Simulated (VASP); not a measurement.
# BaTiO3: single point with r2SCAN+U

The system is BaTiO3.

```
CELL_PARAMETERS angstrom
2.96452 1.71156 2.42536
-2.96452 1.71156 2.42536
0.00000 -3.18696 2.25870
ATOMIC_POSITIONS crystal
Ba 0.00578 0.00578 0.99422
Ti 0.52043 0.52043 0.49423
O 0.49140 0.97153 0.49422
O 0.48197 0.48197 0.99422
O 0.97153 0.49140 0.49422
```

This cell differs from its parent crystal: biaxial strain in the a-b plane: +4.5 %.

```json
{"Program": "VASP 6.6.1", "Task": "single point", "Functional": "r2SCAN", "Potentials or basis": "VASP PAW PBE potentials, release 64 (Ba_sv, Ti_sv, O)", "Cutoff": "520 eV", "k mesh": "6 × 6 × 6", "Occupations": "gaussian, width 0.02 eV", "Spin": "no spin polarisation", "Hubbard terms": "Ti d U = 4.0 eV"}
```

* Pressure: -2.5 GPa
* Largest force: 0.249 eV/Å
* Band gap on the k mesh: 3.07 eV, indirect (least direct gap 3.66 eV)

Forces in eV/Å, atoms in the order of the input:
```
Ba   0.000 -0.001  0.001
Ti   0.000 -0.146 -0.202
O   -0.105  0.088  0.117
O    0.000 -0.029 -0.034
O    0.105  0.088  0.117
```

Stress tensor (GPa, compression positive):
```
-5.42  0.00  0.00
 0.00  0.36 -3.10
 0.00 -3.10 -2.31
```

Levels at points of the mesh, in eV from the valence-band top:
```csv
k point,band 16,band 17,band 18,band 19,band 20,band 21,band 22,band 23,band 24,band 25
"(0.00, 0.00, 0.00)",-1.20,-1.10,-0.66,-0.64,-0.63,3.07,3.19,3.35,4.36,4.57
"(0.50, 0.00, 0.00)",-1.87,-1.63,-1.49,-1.07,-0.89,3.30,4.23,4.29,4.47,6.02
"(0.50, 0.50, 0.00)",-2.25,-1.80,-1.28,-1.17,-0.39,4.26,4.36,4.52,5.41,7.18
"(0.00, 0.00, 0.50)",-2.17,-1.78,-1.60,-1.24,-1.24,3.31,4.26,4.45,4.73,5.77
"(0.50, 0.00, 0.50)",-2.60,-1.90,-0.93,-0.89,-0.11,4.26,4.59,4.66,4.87,7.62
"(0.50, 0.50, 0.50)",-2.54,-2.13,-0.29,-0.06,0.00,4.74,4.85,5.10,6.56,6.86
```

Eigenvalues of the final occupation matrices:
```tsv
site	spin	trace	eigenvalues
site 2 d	1	0.78	0.10 0.10 0.10 0.23 0.24
site 2 d	2	0.78	0.10 0.10 0.10 0.23 0.24
```

Wall time 7.7 min on 1 thread of Oxide Virtual Turin-like Processor (shared host), peak memory 0.24 GiB.

Caveat: the cell differs from its parent crystal (biaxial strain in the a-b plane: +4.5 %); the PAW data sets were made with another functional, which shifts forces and pressure a little; spin-orbit coupling is left out, which moves the levels of the heavy elements. A k mesh can miss the band edges.
